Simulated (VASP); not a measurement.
HgTe (Coloradoite):

```
Hg Te
1.0
     0.00000    3.21450    3.21450
     3.21450    0.00000    3.21450
     3.21450    3.21450    0.00000
Hg Te
1 1
Direct
  0.00000 0.00000 0.00000
  0.75000 0.75000 0.75000
```

| Item | Value |
| --- | --- |
| Program | VASP 6.6.1 |
| Task | relaxation of cell and atoms |
| Functional | BLYP |
| Potentials or basis | VASP PAW PBE potentials, release 64 (Hg, Te) |
| Cutoff | 600 eV |
| k mesh | 7 × 7 × 7 |
| Occupations | fermi-dirac, width 0.05 eV |
| Spin | no spin polarisation |

At the start: pressure 8.2 GPa; volume 33.22 Å³/atom.

Task: How do energy, volume and symmetry change on relaxing?

Result: Over 5 steps the energy falls by 145.9 meV/atom and the volume is 40.14 Å³/atom (+20.9 %); space group F-43m (No. 216, to 0.05 Å).

Step by step:
```tsv
step	energy change (eV)	largest force (eV/Å)	pressure (GPa)	volume (Å³)
1	0.0000	0.0000	8.20	66.43
2	-0.2780	0.0000	-1.09	84.15
3	-0.2917	0.0000	0.07	80.07
4	-0.2918	0.0000	-0.03	80.36
5	-0.2918	0.0000	0.00	80.29
```

Final structure:
```
CELL_PARAMETERS angstrom
0.00000 3.42401 3.42401
3.42401 0.00000 3.42401
3.42401 3.42401 0.00000
ATOMIC_POSITIONS crystal
Hg 0.00000 0.00000 0.00000
Te 0.75000 0.75000 0.75000
```

Caveat: the volume moved by over 15 % at a fixed basis, so the end points are rough; the PAW data sets were made with another functional, which shifts forces and pressure a little; the volume moved by +21 % from the deposited cell, more than functionals usually miss.
